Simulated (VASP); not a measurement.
# AlTlS3 (R-3m) in VASP: notebook

AlTlS3 is run at these levels: PBE; tasks: single point, relaxation of cell and atoms.

Everything below comes from runs of VASP 6.6.1. Logs are shortened: lines on timing, memory, paths and dates and some standing lists are left out, and cuts for length are marked.

**1. The cell of the first run**

It takes space group R-3m (No. 166, trigonal). The conventional cell has a = 6.598 Å, b = 6.598 Å, c = 8.576 Å, α = 90.00°, β = 90.00°, γ = 120.00°. Within 3.1 Å of Al (site symmetry -3m) lie 6 S at 2.38 Å. Tl (site symmetry -3m) has 12 S at 3.30 to 3.44 Å and 8 Al at 4.07 to 4.29 Å within 4.3 Å. Within 3.1 Å of S (site symmetry 2/m) lie 2 Al at 2.38 Å.

The cell was built from a structure type or drawn by symmetry, and may not be a known phase.

**2. Single point, PBE**

INCAR reads:

```
SYSTEM = AlTlS3
PREC = Accurate
ENCUT = 520
EDIFF = 1E-7
ISMEAR = 0
SIGMA = 0.1
LREAL = .FALSE.
LASPH = .TRUE.
NELM = 100
ALGO = Normal
ISIF = 2
LWAVE = .FALSE.
LCHARG = .FALSE.
GGA = PE
NBANDS = 25
```

KPOINTS reads:

```
Automatic mesh
0
G
  6 6 6
  0 0 0
```

POSCAR reads:

```
AlTlS3
1.0
    3.2992024086      1.9047954000      2.8585597065
   -3.2992024086      1.9047954000      2.8585597065
    0.0000000000     -3.8095907962      2.8585597091
Al Tl S
1 1 3
Direct
    0.5000000000      0.5000000000      0.5000000000
    0.0000000000      0.0000000000      0.0000000000
    0.5000000000      0.5000000000      0.0000000000
    0.0000000000      0.5000000000      0.5000000000
    0.5000000000      0.0000000000      0.5000000000
```

Potentials or basis: VASP PAW PBE potentials, release 64 (Al, Tl_d, S).

Command:

```sh
$ cat potpaw_PBE.64/Al/POTCAR potpaw_PBE.64/Tl_d/POTCAR potpaw_PBE.64/S/POTCAR > POTCAR
$ mpirun -np 1 vasp_std > vasp.out
```

OUTCAR:

```text
SYSTEM = AlTlS3
   PREC = Accurate
   ENCUT = 520
   EDIFF = 1E-7
   ISMEAR = 0
   LREAL = .FALSE.
   LASPH = .TRUE.
   NELM = 100
   ISIF = 2
   GGA = PE

 ion  position               nearest neighbor table
   1  0.500  0.500  0.500-   4 2.38   5 2.38   5 2.38   4 2.38   3 2.38   3 2.38
   2  0.000  0.000  0.000-   3 3.30   3 3.30   4 3.30   4 3.30   5 3.30   5 3.30   3 3.44   3 3.44
                             4 3.44   5 3.44   5 3.44   4 3.44
   3  0.500  0.500  0.000-   1 2.38   1 2.38   2 3.30   2 3.30   2 3.44   2 3.44
   4  0.000  0.500  0.500-   1 2.38   1 2.38   2 3.30   2 3.30   2 3.44   2 3.44
   5  0.500  0.000  0.500-   1 2.38   1 2.38   2 3.30   2 3.30   2 3.44   2 3.44

  LATTYP: Found a trigonal (rhomboedric) cell.
 ALAT       =     4.7628085878
 COS(alpha) =     0.0403305695

  Lattice vectors:

 A1 = (   3.2992024086,   1.9047954000,   2.8585597065)
 A2 = (  -3.2992024086,   1.9047954000,   2.8585597065)
 A3 = (   0.0000000000,  -3.8095907962,   2.8585597091)

Analysis of symmetry for initial positions (statically):
=====================================================================
 Subroutine PRICEL returns:
 Original cell was already a primitive cell.

 Routine SETGRP: Setting up the symmetry group for a
 trigonal (rhombohedral) supercell.

 Subroutine GETGRP returns: Found 12 space group operations
 (whereof 12 operations were pure point group operations)
 out of a pool of 12 trial point group operations.

The static configuration has the point symmetry D_3d.

Analysis of symmetry for dynamics (positions and initial velocities):
=====================================================================
 Subroutine PRICEL returns:
 Original cell was already a primitive cell.

 Routine SETGRP: Setting up the symmetry group for a
 trigonal (rhombohedral) supercell.

 Subroutine GETGRP returns: Found 12 space group operations
 (whereof 12 operations were pure point group operations)
 out of a pool of 12 trial point group operations.

The dynamic configuration has the point symmetry D_3d.

 Subroutine INISYM returns: Found 12 space group operations
 (whereof 12 operations are pure point group operations),
 and found     1 'primitive' translations

----------------------------------------------------------------------------------------

                                     Primitive cell

  volume of cell :     107.7844

  direct lattice vectors                    reciprocal lattice vectors
     3.299202409  1.904795400  2.858559706     0.151551781  0.087498461  0.116608841
    -3.299202409  1.904795400  2.858559706    -0.151551781  0.087498461  0.116608841
     0.000000000 -3.809590796  2.858559709     0.000000000 -0.174996923  0.116608841

  length of vectors
     4.762808588  4.762808588  4.762808588     0.210289193  0.210289193  0.210289193

  position of ions in fractional coordinates (direct lattice)
     0.500000000  0.500000000  0.500000000
     0.000000000  0.000000000  0.000000000
     0.500000000  0.500000000  1.000000000
     1.000000000  0.500000000  0.500000000
     0.500000000  1.000000000  0.500000000

  ion indices of the primitive-cell ions
   primitive index   ion index
                 1           1
                 2           2
                 3           3
                 4           4
                 5           5

----------------------------------------------------------------------------------------

 KPOINTS: Automatic mesh

Automatic generation of k-mesh.
 Grid dimensions read from file:
 generate k-points for:    6    6    6

 Generating k-lattice:

  Cartesian coordinates                     Fractional coordinates (reciprocal lattice)
     0.025258630  0.014583077  0.019434807     0.166666667  0.000000000  0.000000000
    -0.025258630  0.014583077  0.019434807     0.000000000  0.166666667  0.000000000
     0.000000000 -0.029166154  0.019434807    -0.000000000 -0.000000000  0.166666667

  Length of vectors
     0.035048199  0.035048199  0.035048199

  Shift w.r.t. Gamma in fractional coordinates (k-lattice)
     0.000000000  0.000000000  0.000000000

 Subroutine IBZKPT returns following result:
 ===========================================

 Found     32 irreducible k-points:

 Following reciprocal coordinates:
            Coordinates               Weight
  0.000000  0.000000  0.000000      1.000000
  0.166667  0.000000  0.000000      6.000000
  0.333333  0.000000  0.000000      6.000000
  0.500000  0.000000 -0.000000      3.000000
  0.166667  0.166667  0.000000      6.000000
  0.333333  0.166667 -0.000000     12.000000
[... 16 lines left out ...]
  0.500000  0.500000  0.166667      6.000000
 -0.333333  0.500000  0.166667     12.000000
 [... further k-points ...]
   k-points           NKPTS =     32   k-points in BZ     NKDIM =     32   number of bands    NBANDS=     25
   number of dos      NEDOS =    301   number of ions     NIONS =      5
   total plane-waves  NPLWV =  46656
   dimension x,y,z NGX =    36 NGY =   36 NGZ =   36
   dimension x,y,z NGXF=    72 NGYF=   72 NGZF=   72
   ions per type =               1   1   3
   NGX,Y,Z   is equivalent  to a cutoff of  12.57, 12.57, 12.57 a.u.
   NGXF,Y,Z  is equivalent  to a cutoff of  25.13, 25.13, 25.13 a.u.
 SYSTEM =  AlTlS3
   PREC   = accura    normal or accurate (medium, high low for compatibility)
   ISTART =      0    job   : 0-new  1-cont  2-samecut
   ICHARG =      2    charge: 1-file 2-atom 10-const
   ISPIN  =      1    spin polarized calculation?
   LNONCOLLINEAR =      F non collinear calculations
   LSORBIT =      F    spin-orbit coupling
   LASPH  =      T    aspherical Exc in radial PAW
   ENCUT  =  520.0 eV  38.22 Ry    6.18 a.u.   8.86  8.86  8.86*2*pi/ulx,y,z
   NELM   =    100;   NELMIN=  2; NELMDL= -5     # of ELM steps
   EDIFF  = 0.1E-06   stopping-criterion for ELM
   LREAL  =      F    real-space projection
   EDIFFG = 0.1E-05   stopping-criterion for IOM
   NSW    =      0    number of steps for IOM
   IBRION =     -1    ionic relax: 0-MD 1-quasi-New 2-CG
   NFREE  =      0    steps in history (QN), initial steepest desc. (CG)
   ISIF   =      2    stress and relaxation
   ISYM   =      2    0-nonsym 1-usesym 2-fastsym
   POTIM  = 0.5000    time-step for ionic-motion
   TEBEG  =    0.0;   TEEND  =   0.0 temperature during run
   PSTRESS=    0.0 pullay stress
   NELECT =      34.0000    total number of electrons
   NUPDOWN=      -1.0000    fix difference up-down
   EMIN   =  10.00;   EMAX   =-10.00  energy-range for DOS
   EFERMI =   0.00;   METHOD = LEGACY
   ISMEAR =     0;   SIGMA  =   0.10  broadening in eV -4-tet -1-fermi 0-gaus
   EFERMI_NEDOS =   21; number of points for ismear=-14 and -15
   IALGO  =     38    algorithm
   IMIX   =      4    mixing-type and parameters
     AMIX     =   0.40;   BMIX     =  1.00
     AMIX_MAG =   1.60;   BMIX_MAG =  1.00
  volume/ion in A,a.u.               =      21.56       145.47
  Fermi-wavevector in a.u.,A,eV,Ry     =   1.114421  2.105950 16.897533  1.241934
  Thomas-Fermi vector in A             =   2.251016
   LORBIT       =      0    0 simple, 1 ext, 2 COOP (PROOUT), +10 PAW based schemes
   GGA     = PE    functional components
   LHFCALC =     F    Hartree Fock is set to
   AEXX    =    0.0000 exact exchange contribution
   IVDW    =     0    specifies the selected vdW correction
   LEPSILON=     F    determine dielectric tensor
   LRPA    =     F    only Hartree local field effects (RPA)
 non-spin polarized calculation
 Gauss-broadening in eV      SIGMA  =   0.10
  energy-cutoff  :      520.00
  volume of cell :      107.78
 maximum number of plane-waves:      2944
   NGX = 17   NGY = 17   NGZ = 17

 number of electron      34.0000012 magnetization

 Free energy of the ion-electron system (eV)
  ---------------------------------------------------
  ext. energy  EPLUGINS =         0.00000000
  ---------------------------------------------------
  free energy    TOTEN  =       -19.48561109 eV

  energy without entropy =      -19.46344438  energy(sigma->0) =      -19.47452774

 E-fermi :   4.2483     XC(G=0):  -9.7512

 val. band max:        4.2209529086   @ k =   0.5000   0.3333   0.1667
 cond. band min:       4.2644347384   @ k =   0.5000   0.1667   0.0000
 fundamental gap:      0.0434818298
 Fermi energy:         4.2482580893

 k-point     1 :       0.0000    0.0000    0.0000
  band No.  band energies     occupation
      1      -9.1024      2.00000
      2      -6.7527      2.00000
      3      -6.7527      2.00000
      4      -5.3255      2.00000
      5      -5.3242      2.00000
      6      -5.3242      2.00000
[... 17 lines left out ...]
     24      11.2520      0.00000
     25      11.2520      0.00000

 k-point     2 :       0.1667    0.0000    0.0000
  band No.  band energies     occupation
      1      -8.9927      2.00000
      2      -6.9171      2.00000
      3      -6.7276      2.00000
      4      -5.3329      2.00000
      5      -5.3318      2.00000
      6      -5.3238      2.00000
[... 17 lines left out ...]
     24      11.2763      0.00000
     25      11.3997      0.00000

 k-point     3 :       0.3333    0.0000    0.0000
  band No.  band energies     occupation
      1      -8.7001      2.00000
      2      -7.3265      2.00000
      3      -6.6743      2.00000
      4      -5.3493      2.00000
      5      -5.3471      2.00000
      6      -5.3288      2.00000
[... 552 lines left out ...]
 k-point    23 :       0.5000    0.5000    0.1667
  band No.  band energies     occupation
      1      -7.7393      2.00000
      2      -7.5624      2.00000
      3      -7.4027      2.00000
      4      -5.3317      2.00000
      5      -5.3194      2.00000
      6      -5.3132      2.00000
[... 17 lines left out ...]
     24      10.4936      0.00000
     25      13.2503      0.00000

 k-point    24 :      -0.3333    0.5000    0.1667
  band No.  band energies     occupation
      1      -7.9713      2.00000
      2      -7.5398      2.00000
      3      -7.2143      2.00000
      4      -5.3376      2.00000
      5      -5.3307      2.00000
      6      -5.3173      2.00000
[... 17 lines left out ...]
     24      11.6142      0.00000
     25      13.0471      0.00000

 [... further k-points ...]

------------------------ aborting loop because EDIFF is reached ----------------------------------------

  FORCE on cell =-STRESS in cart. coord.  units (eV):
  Direction    XX          YY          ZZ          XY          YZ          ZX
  --------------------------------------------------------------------------------------
  -------------------------------------------------------------------------------------
  Total       -0.0811026     -0.0811026     -0.0974237      0.0000000     -0.0000000      0.0000000
  in kB       -1.2055621     -1.2055621     -1.4481699      0.0000000     -0.0000000      0.0000000
  external PRESSURE =      -1.2864314 kB  Pullay stress =       0.0000000 kB

 VOLUME and BASIS-vectors are now :
 -----------------------------------------------------------------------------
  energy-cutoff  :      520.00
  volume of cell :      107.78
      direct lattice vectors                 reciprocal lattice vectors
     3.299202409  1.904795400  2.858559706     0.151551781  0.087498461  0.116608841
    -3.299202409  1.904795400  2.858559706    -0.151551781  0.087498461  0.116608841
     0.000000000 -3.809590796  2.858559709     0.000000000 -0.174996923  0.116608841

 POSITION                                       TOTAL-FORCE (eV/Angst)
 -----------------------------------------------------------------------------------
      0.00000      0.00000      4.28784         0.000000      0.000000      0.000000
      0.00000      0.00000      0.00000         0.000000     -0.000000      0.000000
      0.00000      1.90480      2.85856         0.000000      0.000000     -0.000000
     -1.64960     -0.95240      2.85856         0.000000     -0.000000     -0.000000
      1.64960     -0.95240      2.85856        -0.000000     -0.000000      0.000000
 -----------------------------------------------------------------------------------
    total drift:                                0.000000     -0.000000      0.000000

  FREE ENERGIE OF THE ION-ELECTRON SYSTEM (eV)
  ---------------------------------------------------
  free  energy   TOTEN  =       -19.4856110910 eV

  energy  without entropy=      -19.4634443811  energy(sigma->0) =      -19.47452774
```

It took 26 s on 1 thread of Intel Xeon 6975P-C (Granite Rapids), shared host; peak memory 0.25 GiB.

What came out:

```yaml
Free_energy: -19.4856 eV
Pressure: -0.1 GPa
Band_gap_on_the_k_mesh: zero (bands 17 and 18 overlap by 1.22 eV)
```

Levels at points of the mesh, in eV from the Fermi level:
```
           k point  band 13  band 14  band 15  band 16  band 17  band 18  band 19  band 20  band 21  band 22
(0.00, 0.00, 0.00)    -0.80    -0.80    -0.57    -0.34    -0.15    -0.15     0.97     5.93     5.93     5.96
(0.50, 0.00, 0.00)    -1.79    -1.63    -0.92    -0.46     0.03     0.15     2.78     4.73     5.18     5.72
(0.50, 0.50, 0.00)    -1.75    -1.43    -1.23    -0.95    -0.57     0.83     3.89     4.70     5.03     6.18
(0.50, 0.50, 0.50)    -3.58    -0.92    -0.92     0.77     0.82     0.82     4.79     4.79     5.02     6.54
```

Caveat: spin-orbit coupling is left out, which moves the levels of the heavy elements.

**3. Single point, PBE**

This run uses another cell than the first one, of 24.76 Å³/atom.

INCAR reads:

```
SYSTEM = AlTlS3
PREC = Accurate ; ENCUT = 520
EDIFF = 1E-6 ; ISMEAR = 0
SIGMA = 0.1 ; LREAL = .FALSE.
LASPH = .TRUE. ; NELM = 60
ALGO = Normal ; ISIF = 2
LWAVE = .FALSE. ; LCHARG = .FALSE.
GGA = PE ; NBANDS = 25
```

KPOINTS reads:

```
regular mesh
0
G
  6 6 6
  0 0 0
```

Edit POSCAR of step 2 so:

```diff
@@ -2,5 +2,5 @@
 1.0
-    3.2992024086      1.9047954000      2.8585597065
-   -3.2992024086      1.9047954000      2.8585597065
-    0.0000000000     -3.8095907962      2.8585597091
+    3.0754280200      1.7755992000      3.7783115800
+   -3.0754280200      1.7755992000      3.7783115800
+    0.0000000000     -3.5511983900      3.7783115800
 Al Tl S
```

Potentials or basis: VASP PAW PBE potentials, release 64 (Al, Tl_d, S).

Command:

```sh
$ cat potpaw_PBE.64/Al/POTCAR potpaw_PBE.64/Tl_d/POTCAR potpaw_PBE.64/S/POTCAR > POTCAR
$ mpirun -np 1 vasp_std > vasp.out
```

Run time: 39 s. Hardware: 1 thread of Intel Xeon 6975P-C (Granite Rapids), shared host; peak memory 0.29 GiB.

Results (log left out):

```yaml
Free_energy: -18.2104 eV
Pressure: -3.0 GPa
Band_gap_on_the_k_mesh: zero (bands 17 and 18 overlap by 0.81 eV)
```

Stress tensor (GPa, compression positive):
```
  1.19   0.00   0.00
  0.00   1.19   0.00
  0.00   0.00 -11.38
```

Levels at points of the mesh, in eV from the Fermi level:
| k point | band 15 | band 16 | band 17 | band 18 | band 19 | band 20 |
| --- | --- | --- | --- | --- | --- | --- |
| (0.00, 0.00, 0.00) | -2.51 | -1.82 | -0.05 | 0.50 | 0.50 | 3.86 |
| (0.50, 0.00, 0.00) | -1.90 | -1.46 | -0.19 | 0.52 | 1.24 | 2.09 |
| (0.50, 0.50, 0.00) | -1.97 | -1.47 | -0.35 | 0.63 | 2.89 | 2.97 |
| (0.50, 0.50, 0.50) | -1.89 | 0.14 | 0.65 | 0.65 | 2.64 | 2.64 |

Caveat: the cell stands under tension; spin-orbit coupling is left out, which moves the levels of the heavy elements.

**4. Relaxation of cell and atoms, PBE**

This run uses another cell than the first one, of 24.76 Å³/atom.

INCAR reads:

```
PREC = Accurate
ENCUT = 600
EDIFF = 1E-6
ISMEAR = 0
SIGMA = 0.1
LREAL = False
LASPH = True
NELM = 80
ALGO = Normal
ISIF = 3
LWAVE = False
LCHARG = False
GGA = PE
IBRION = 2
NSW = 90
EDIFFG = -0.04
```

KPOINTS reads:

```
Automatic mesh
0
Gamma
  6 6 6
```

POSCAR is that of step 3.

Command:

```sh
$ cat potpaw_PBE.64/Al/POTCAR potpaw_PBE.64/Tl_d/POTCAR potpaw_PBE.64/S/POTCAR > POTCAR
$ mpirun -np 1 vasp_std > vasp.out
```

It took 4.1 min on 1 thread of Intel Xeon 6975P-C (Granite Rapids), shared host; peak memory 0.34 GiB.

Results (log left out):

```yaml
Free_energy: -19.4852 eV
Relaxed_volume: 21.54 Å³/atom
Relaxed_cell: a = 4.762 Å, b = 4.762 Å, c = 4.762 Å, α = 87.51°, β = 87.51°, γ = 87.51°
Space_group_after_relaxing_to_0.1_Å: R-3m (No. 166)
Energy_gained_by_relaxing: 254.9 meV/atom
Ionic_steps: 9
Pressure_after_relaxing: 0.0 GPa
Band_gap_on_the_k_mesh: zero (bands 17 and 18 overlap by 1.21 eV)
```

Stress tensor (GPa, compression positive):
```
 0.01  0.00  0.00
 0.00  0.01  0.00
 0.00  0.00 -0.14
```

Step by step:
```tsv
step	energy change (eV)	largest force (eV/Å)	pressure (GPa)	volume (Å³)
1	0.0000	0.0000	-2.97	123.79
2	-0.6996	0.0000	-1.80	115.39
3	-0.6299	0.0000	13.87	90.53
4	-1.1750	0.0000	3.01	102.80
5	-1.2551	0.0000	-0.32	108.54
6	-1.2558	0.0000	-0.69	109.30
7	-1.2558	0.0000	-0.64	109.17
8	-1.2668	0.0000	-0.38	108.54
9	-1.2743	0.0000	-0.04	107.70
```

Final structure:
```
CELL_PARAMETERS angstrom
3.29348 1.90149 2.86623
-3.29348 1.90149 2.86623
0.00000 -3.80298 2.86623
ATOMIC_POSITIONS crystal
Al 0.50000 0.50000 0.50000
Tl 0.00000 0.00000 0.00000
S 0.50000 0.50000 0.00000
S 0.00000 0.50000 0.50000
S 0.50000 0.00000 0.50000
```

Levels at points of the mesh, in eV from the Fermi level:
```csv
k point,band 13,band 14,band 15,band 16,band 17,band 18,band 19,band 20,band 21
"(0.00, 0.00, 0.00)",-0.84,-0.84,-0.59,-0.34,-0.14,-0.14,0.96,5.91,5.95
"(0.50, 0.00, 0.00)",-1.81,-1.64,-0.94,-0.49,0.04,0.15,2.77,4.70,5.15
"(0.50, 0.50, 0.00)",-1.76,-1.46,-1.24,-0.97,-0.57,0.82,3.88,4.68,5.03
"(0.50, 0.50, 0.50)",-3.59,-0.94,-0.94,0.76,0.81,0.81,4.77,4.77,5.02
```

Caveat: spin-orbit coupling is left out, which moves the levels of the heavy elements.

**5. Single point, PBE**

This run uses another cell than the first one, of 21.61 Å³/atom.

INCAR reads:

```
SYSTEM = AlTlS3
PREC = Accurate
ENCUT = 520
EDIFF = 1E-6
ISMEAR = 0
SIGMA = 0.1
LREAL = .False.
LASPH = .True.
NELM = 60
ALGO = Normal
ISIF = 2
LWAVE = .False.
LCHARG = .True.
GGA = PE
LELF = .True.
LVHAR = .True.
NBANDS = 25
```

KPOINTS reads:

```
Automatic mesh
0
Gamma
  12 12 12
  0 0 0
```

Edit POSCAR of step 4 so:

```diff
@@ -2,5 +2,5 @@
 1.0
-    3.0754280200      1.7755992000      3.7783115800
-   -3.0754280200      1.7755992000      3.7783115800
-    0.0000000000     -3.5511983900      3.7783115800
+    3.2782880335      1.8927204786      2.9016268683
+   -3.2782880335      1.8927204786      2.9016268683
+    0.0000000000     -3.7854409572      2.9016268682
 Al Tl S
```

Command:

```sh
$ cat potpaw_PBE.64/Al/POTCAR potpaw_PBE.64/Tl_d/POTCAR potpaw_PBE.64/S/POTCAR > POTCAR
$ mpirun -np 1 vasp_std > vasp.out
```

Run time: 2.3 min. Hardware: 1 thread of Intel Xeon 6975P-C (Granite Rapids), shared host; peak memory 0.56 GiB.

Results (log left out):

| Item | Value |
| --- | --- |
| Free energy | -19.4677 eV |
| Pressure | -0.1 GPa |
| Band gap on the k mesh | zero (bands 17 and 18 overlap by 1.15 eV) |

Levels at points of the mesh, in eV from the Fermi level:
```tsv
k point	band 15	band 16	band 17	band 18	band 19	band 20
(0.00, 0.00, 0.00)	-0.69	-0.32	-0.11	-0.11	0.86	5.85
(0.50, 0.00, 0.00)	-0.97	-0.61	0.06	0.12	2.73	4.56
(0.50, 0.50, 0.00)	-1.27	-1.02	-0.57	0.78	3.86	4.60
(0.50, 0.50, 0.50)	-1.00	0.71	0.78	0.78	4.68	4.68
```

Caveat: spin-orbit coupling is left out, which moves the levels of the heavy elements.

**6. The runs side by side**

```tsv
task	cell	k mesh	cutoff (eV)	gap on the mesh (eV)	pressure (GPa)
single point	a = 4.763 Å, angles 87.7°, 5 atoms	6 × 6 × 6	520	none	-0.1
single point	a = 5.185 Å, angles 72.8°, 5 atoms	6 × 6 × 6	520	none	-3.0
relaxation of cell and atoms	relaxed from a = 5.185 Å, angles 72.8°, 5 atoms	6 × 6 × 6	600	none	0.0
single point	a = 4.770 Å, angles 86.8°, 5 atoms	12 × 12 × 12	520	none	-0.1
```

Alike in all rows: level PBE; potentials or basis VASP PAW PBE potentials, release 64 (Al, Tl_d, S); no spin polarisation; smearing gaussian 0.1 eV.

Caveats: spin-orbit coupling is left out, which moves the levels of the heavy elements; the cell stands under tension (at least some runs).

Total energies depend on the potentials used, so only differences within one code and one set of settings carry meaning.
